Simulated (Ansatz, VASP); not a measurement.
Zn2Si2N: VASP beside Ansatz

```xyz
5
Lattice="3.5317 0.0000 0.0000 0.0000 3.5317 0.0000 0.0000 0.0000 7.4394" Properties=species:S:1:pos:R:3 pbc="T T T"
Zn    0.0000    0.0000    1.7808
Zn    0.0000    0.0000    5.6586
Si    0.0000    1.7658    3.7197
Si    1.7658    0.0000    3.7197
N     0.0000    0.0000    0.0000
```

Alike in both runs: task single point; functional PBE; k mesh 6 × 6 × 4; occupations gaussian, width 0.1 eV; collinear spin.

|  | VASP | Ansatz |
| --- | --- | --- |
| version | VASP 6.6.1 | Ansatz 0.2.0 |
| potentials or method | VASP PAW PBE potentials, release 64 (Zn, Si, N), cutoff 520 eV | scalar-relativistic, plane waves, PAW |
| valence electrons in the cell | 37 | 37 |

Ansatz gave:

- gap on the k mesh at the Fermi level (eV): none
- pressure (GPa): 0.7
- traceless stress, the component that is largest in VASP (GPa): 1.35
- rms of the force components (eV/Å): 0.129
- net moment per atom (μB): 0.18
- size of the moment on the site where the two differ most (μB): 0.61

Question: Which values does VASP return?

Answer: gap on the k mesh at the Fermi level (eV): none; pressure (GPa): 1.0; traceless stress, the component that is largest in VASP (GPa): 2.03; rms of the force components (eV/Å): 0.175; net moment per atom (μB): 0.18; size of the moment on the site where the two differ most (μB): 0.63.

Site moments also hang on the region over which each program counts them. Atom by atom the forces differ by 0.046 eV/Å (rms over components). A gap of «none» marks a metal or a gap that the smearing closes.
